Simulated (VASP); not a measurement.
# Bi2Se3 (R-3m) in VASP: single point with PBE

Aim: the single point of Bi2Se3 with PBE.

Program: VASP 6.6.1. These are calculated values, not measurements. Logs are shortened: lines on timing, memory, paths and dates and some standing lists are left out, and cuts for length are marked.

### Step 1. The cell of the first run

Symmetry: R-3m, No. 166, trigonal system. Conventional cell: a = 4.142 Å, b = 4.142 Å, c = 29.263 Å, α = 90.00°, β = 90.00°, γ = 120.00°. Bi (site symmetry 3m) has 6 Se at 2.85 to 3.07 Å within 3.8 Å. Se (site symmetry 3m) has 3 Bi at 2.85 Å and 3 Se at 3.67 Å within 3.8 Å. Se (site symmetry -3m) has 6 Bi at 3.07 Å and 12 Se at 4.14 to 4.23 Å within 4.3 Å.

### Step 2. Single point, PBE

Input file INCAR:

```
SYSTEM = Bi2Se3
ALGO = Normal
EDIFF = 1E-6
ENCUT = 520
GGA = PE
ISIF = 2
ISMEAR = 0
LASPH = .TRUE.
LCHARG = .FALSE.
LREAL = .FALSE.
LWAVE = .FALSE.
NBANDS = 32
NELM = 80
PREC = Accurate
SIGMA = 0.01
```

Input file KPOINTS:

```
k-points
0
G
  8 8 8
  0 0 0
```

Input file POSCAR:

```
Bi2Se3
1.0
    2.0711835690      1.1957983911      9.7543162166
   -2.0711835690      1.1957983911      9.7543162166
    0.0000000000     -2.3915967823      9.7543162166
Bi Se
2 3
Direct
    0.3993442181      0.3993442181      0.3993442181
    0.6006557819      0.6006557819      0.6006557819
    0.2141197029      0.2141197029      0.2141197029
    0.7858802971      0.7858802971      0.7858802971
    0.0000000000      0.0000000000      0.0000000000
```

Potentials or basis: VASP PAW PBE potentials, release 64 (Bi_d, Se).

On the command line:

```console
> cat potpaw_PBE.64/Bi_d/POTCAR potpaw_PBE.64/Se/POTCAR > POTCAR
> mpirun -np 1 vasp_std > vasp.out
```

OUTCAR:

```text
SYSTEM = Bi2Se3
   EDIFF = 1E-6
   ENCUT = 520
   GGA = PE
   ISIF = 2
   ISMEAR = 0
   LASPH = .TRUE.
   LREAL = .FALSE.
   NELM = 80
   PREC = Accurate

 ion  position               nearest neighbor table
   1  0.399  0.399  0.399-   4 2.85   4 2.85   4 2.85   5 3.07   5 3.07   5 3.07
   2  0.601  0.601  0.601-   3 2.85   3 2.85   3 2.85   5 3.07   5 3.07   5 3.07
   3  0.214  0.214  0.214-   2 2.85   2 2.85   2 2.85
   4  0.786  0.786  0.786-   1 2.85   1 2.85   1 2.85
   5  0.000  0.000  0.000-   2 3.07   2 3.07   1 3.07   1 3.07   2 3.07   1 3.07

  LATTYP: Found a trigonal (rhomboedric) cell.
 ALAT       =    10.0432275700
 COS(alpha) =     0.9149409412

  Lattice vectors:

 A1 = (   2.0711835690,   1.1957983911,   9.7543162166)
 A2 = (  -2.0711835690,   1.1957983911,   9.7543162166)
 A3 = (   0.0000000000,  -2.3915967823,   9.7543162166)

Analysis of symmetry for initial positions (statically):
=====================================================================
 Subroutine PRICEL returns:
 Original cell was already a primitive cell.

 Routine SETGRP: Setting up the symmetry group for a
 trigonal (rhombohedral) supercell.

 Subroutine GETGRP returns: Found 12 space group operations
 (whereof 12 operations were pure point group operations)
 out of a pool of 12 trial point group operations.

The static configuration has the point symmetry D_3d.

Analysis of symmetry for dynamics (positions and initial velocities):
=====================================================================
 Subroutine PRICEL returns:
 Original cell was already a primitive cell.

 Routine SETGRP: Setting up the symmetry group for a
 trigonal (rhombohedral) supercell.

 Subroutine GETGRP returns: Found 12 space group operations
 (whereof 12 operations were pure point group operations)
 out of a pool of 12 trial point group operations.

The dynamic configuration has the point symmetry D_3d.

 Subroutine INISYM returns: Found 12 space group operations
 (whereof 12 operations are pure point group operations),
 and found     1 'primitive' translations

----------------------------------------------------------------------------------------

                                     Primitive cell

  volume of cell :     144.9521

  direct lattice vectors                    reciprocal lattice vectors
     2.071183569  1.195798391  9.754316217     0.241407863  0.139376895  0.034172906
    -2.071183569  1.195798391  9.754316217    -0.241407863  0.139376895  0.034172906
     0.000000000 -2.391596782  9.754316217     0.000000000 -0.278753790  0.034172906

  length of vectors
    10.043227570 10.043227570 10.043227570     0.280840636  0.280840636  0.280840636

  position of ions in fractional coordinates (direct lattice)
     0.399344218  0.399344218  0.399344218
     0.600655782  0.600655782  0.600655782
     0.214119703  0.214119703  0.214119703
     0.785880297  0.785880297  0.785880297
     0.000000000  0.000000000  0.000000000

  ion indices of the primitive-cell ions
   primitive index   ion index
                 1           1
                 2           2
                 3           3
                 4           4
                 5           5

----------------------------------------------------------------------------------------

 KPOINTS: k-points

Automatic generation of k-mesh.
 Grid dimensions read from file:
 generate k-points for:    8    8    8

 Generating k-lattice:

  Cartesian coordinates                     Fractional coordinates (reciprocal lattice)
     0.030175983  0.017422112  0.004271613     0.125000000  0.000000000  0.000000000
    -0.030175983  0.017422112  0.004271613     0.000000000  0.125000000  0.000000000
     0.000000000 -0.034844224  0.004271613    -0.000000000 -0.000000000  0.125000000

  Length of vectors
     0.035105080  0.035105080  0.035105080

  Shift w.r.t. Gamma in fractional coordinates (k-lattice)
     0.000000000  0.000000000  0.000000000

 Subroutine IBZKPT returns following result:
 ===========================================

 Found     65 irreducible k-points:

 Following reciprocal coordinates:
            Coordinates               Weight
  0.000000  0.000000  0.000000      1.000000
  0.125000  0.000000 -0.000000      6.000000
  0.250000  0.000000 -0.000000      6.000000
  0.375000  0.000000 -0.000000      6.000000
  0.500000  0.000000 -0.000000      3.000000
  0.125000  0.125000 -0.000000      6.000000
[... 16 lines left out ...]
  0.250000  0.125000  0.125000      6.000000
  0.375000  0.125000  0.125000      6.000000
 [... further k-points ...]
   k-points           NKPTS =     65   k-points in BZ     NKDIM =     65   number of bands    NBANDS=     32
   number of dos      NEDOS =    301   number of ions     NIONS =      5
   total plane-waves  NPLWV = 512000
   dimension x,y,z NGX =    80 NGY =   80 NGZ =   80
   dimension x,y,z NGXF=   160 NGYF=  160 NGZF=  160
   ions per type =               2   3
   NGX,Y,Z   is equivalent  to a cutoff of  13.24, 13.24, 13.24 a.u.
   NGXF,Y,Z  is equivalent  to a cutoff of  26.48, 26.48, 26.48 a.u.
 SYSTEM =  Bi2Se3
   PREC   = accura    normal or accurate (medium, high low for compatibility)
   ISTART =      0    job   : 0-new  1-cont  2-samecut
   ICHARG =      2    charge: 1-file 2-atom 10-const
   ISPIN  =      1    spin polarized calculation?
   LNONCOLLINEAR =      F non collinear calculations
   LSORBIT =      F    spin-orbit coupling
   LASPH  =      T    aspherical Exc in radial PAW
   ENCUT  =  520.0 eV  38.22 Ry    6.18 a.u.  18.67 18.67 18.67*2*pi/ulx,y,z
   NELM   =     80;   NELMIN=  2; NELMDL= -5     # of ELM steps
   EDIFF  = 0.1E-05   stopping-criterion for ELM
   LREAL  =      F    real-space projection
   EDIFFG = 0.1E-04   stopping-criterion for IOM
   NSW    =      0    number of steps for IOM
   IBRION =     -1    ionic relax: 0-MD 1-quasi-New 2-CG
   NFREE  =      0    steps in history (QN), initial steepest desc. (CG)
   ISIF   =      2    stress and relaxation
   ISYM   =      2    0-nonsym 1-usesym 2-fastsym
   POTIM  = 0.5000    time-step for ionic-motion
   TEBEG  =    0.0;   TEEND  =   0.0 temperature during run
   PSTRESS=    0.0 pullay stress
   NELECT =      48.0000    total number of electrons
   NUPDOWN=      -1.0000    fix difference up-down
   EMIN   =  10.00;   EMAX   =-10.00  energy-range for DOS
   EFERMI =   0.00;   METHOD = LEGACY
   ISMEAR =     0;   SIGMA  =   0.01  broadening in eV -4-tet -1-fermi 0-gaus
   EFERMI_NEDOS =   21; number of points for ismear=-14 and -15
   IALGO  =     38    algorithm
   IMIX   =      4    mixing-type and parameters
     AMIX     =   0.40;   BMIX     =  1.00
     AMIX_MAG =   1.60;   BMIX_MAG =  1.00
  volume/ion in A,a.u.               =      28.99       195.64
  Fermi-wavevector in a.u.,A,eV,Ry     =   1.132610  2.140322 17.453625  1.282805
  Thomas-Fermi vector in A             =   2.269311
   LORBIT       =      0    0 simple, 1 ext, 2 COOP (PROOUT), +10 PAW based schemes
   GGA     = PE    functional components
   LHFCALC =     F    Hartree Fock is set to
   AEXX    =    0.0000 exact exchange contribution
   IVDW    =     0    specifies the selected vdW correction
   LEPSILON=     F    determine dielectric tensor
   LRPA    =     F    only Hartree local field effects (RPA)
 non-spin polarized calculation
 Gauss-broadening in eV      SIGMA  =   0.01
  energy-cutoff  :      520.00
  volume of cell :      144.95
 maximum number of plane-waves:      3940
 NGX is ok and might be reduce to    80
   NGX = 37   NGY = 37   NGZ = 37

 number of electron      48.0000003 magnetization

 Free energy of the ion-electron system (eV)
  ---------------------------------------------------
  ext. energy  EPLUGINS =         0.00000000
  ---------------------------------------------------
  free energy    TOTEN  =       -20.18590762 eV

  energy without entropy =      -20.18590762  energy(sigma->0) =      -20.18590762

 E-fermi :   4.7338     XC(G=0):  -9.3743

 val. band max:        4.6319750993   @ k =   0.0000   0.0000   0.0000
 cond. band min:       4.9741256592   @ k =   0.0000   0.0000   0.0000
 fundamental gap:      0.3421505600
 Fermi energy:         4.7338478577

 k-point     1 :       0.0000    0.0000    0.0000
  band No.  band energies     occupation
      1     -18.3932      2.00000
      2     -18.3932      2.00000
      3     -18.3915      2.00000
      4     -18.3915      2.00000
      5     -18.3854      2.00000
      6     -18.3829      2.00000
[... 24 lines left out ...]
     31      10.5939      0.00000
     32      11.6761      0.00000

 k-point     2 :       0.1250    0.0000   -0.0000
  band No.  band energies     occupation
      1     -18.3953      2.00000
      2     -18.3932      2.00000
      3     -18.3895      2.00000
      4     -18.3878      2.00000
      5     -18.3831      2.00000
      6     -18.3807      2.00000
[... 24 lines left out ...]
     31      10.2781      0.00000
     32      10.8548      0.00000

 k-point     3 :       0.2500    0.0000   -0.0000
  band No.  band energies     occupation
      1     -18.4018      2.00000
      2     -18.3986      2.00000
      3     -18.3825      2.00000
      4     -18.3821      2.00000
      5     -18.3802      2.00000
      6     -18.3782      2.00000
[... 24 lines left out ...]
     31       9.3771      0.00000
     32      11.0176      0.00000

 k-point     4 :       0.3750    0.0000   -0.0000
  band No.  band energies     occupation
      1     -18.4093      2.00000
      2     -18.4048      2.00000
      3     -18.3865      2.00000
      4     -18.3817      2.00000
      5     -18.3805      2.00000
      6     -18.3766      2.00000
[... 24 lines left out ...]
     31       9.1817      0.00000
     32      11.1572      0.00000

 k-point     5 :       0.5000    0.0000   -0.0000
  band No.  band energies     occupation
      1     -18.4127      2.00000
      2     -18.4076      2.00000
      3     -18.3880      2.00000
      4     -18.3832      2.00000
      5     -18.3809      2.00000
      6     -18.3762      2.00000
[... 584 lines left out ...]
     31       9.9284      0.00000
     32      11.4446      0.00000

 k-point    22 :       0.1250    0.1250    0.1250
  band No.  band energies     occupation
      1     -18.3932      2.00000
      2     -18.3932      2.00000
      3     -18.3915      2.00000
      4     -18.3915      2.00000
      5     -18.3854      2.00000
      6     -18.3829      2.00000
[... 24 lines left out ...]
     31      10.5978      0.00000
     32      11.5283      0.00000

 k-point    23 :       0.2500    0.1250    0.1250
  band No.  band energies     occupation
      1     -18.3953      2.00000
      2     -18.3932      2.00000
      3     -18.3895      2.00000
      4     -18.3878      2.00000
      5     -18.3830      2.00000
      6     -18.3807      2.00000
[... 24 lines left out ...]
     31      10.2413      0.00000
     32      11.0067      0.00000

 k-point    24 :       0.3750    0.1250    0.1250
  band No.  band energies     occupation
      1     -18.4018      2.00000
      2     -18.3986      2.00000
      3     -18.3825      2.00000
      4     -18.3821      2.00000
      5     -18.3802      2.00000
      6     -18.3781      2.00000
[... 24 lines left out ...]
     31       9.4265      0.00000
     32      11.1027      0.00000

 [... further k-points ...]
[... 5 lines left out ...]
  --------------------------------------------------------------------------------------
  -------------------------------------------------------------------------------------
  Total        1.9872602      1.9872602      1.8630798      0.0000000     -0.0000000      0.0000000
  in kB       21.9654794     21.9654794     20.5928946      0.0000000     -0.0000000      0.0000000
  external PRESSURE =      21.5079511 kB  Pullay stress =       0.0000000 kB

 VOLUME and BASIS-vectors are now :
 -----------------------------------------------------------------------------
  energy-cutoff  :      520.00
  volume of cell :      144.95
      direct lattice vectors                 reciprocal lattice vectors
     2.071183569  1.195798391  9.754316217     0.241407863  0.139376895  0.034172906
    -2.071183569  1.195798391  9.754316217    -0.241407863  0.139376895  0.034172906
     0.000000000 -2.391596782  9.754316217     0.000000000 -0.278753790  0.034172906

 POSITION                                       TOTAL-FORCE (eV/Angst)
 -----------------------------------------------------------------------------------
      0.00000     -0.00000     11.68599         0.000000      0.000000     -0.097389
      0.00000     -0.00000     17.57696         0.000000     -0.000000      0.097389
      0.00000     -0.00000      6.26577         0.000000      0.000000     -0.180982
      0.00000     -0.00000     22.99717         0.000000     -0.000000      0.180982
      0.00000      0.00000      0.00000         0.000000     -0.000000      0.000000
 -----------------------------------------------------------------------------------
    total drift:                                0.000000      0.000000     -0.000000

  FREE ENERGIE OF THE ION-ELECTRON SYSTEM (eV)
  ---------------------------------------------------
  free  energy   TOTEN  =       -20.1859076206 eV

  energy  without entropy=      -20.1859076206  energy(sigma->0) =      -20.18590762
```

Run time: 43 min. Hardware: 1 thread of Oxide Virtual Turin-like, shared host; peak memory 0.99 GiB.

Results:

```
Free energy            : -20.1859 eV
Pressure               : 2.2 GPa
Largest force          : 0.181 eV/Å
Band gap on the k mesh : 0.34 eV
```

Forces in eV/Å, atoms in the order of the input:
```
Bi   0.000  0.000 -0.097
Bi   0.000  0.000  0.097
Se   0.000  0.000 -0.181
Se   0.000  0.000  0.181
Se   0.000  0.000  0.000
```

Caveat: spin-orbit coupling is left out, which moves the levels of the heavy elements. A k mesh can miss the band edges.
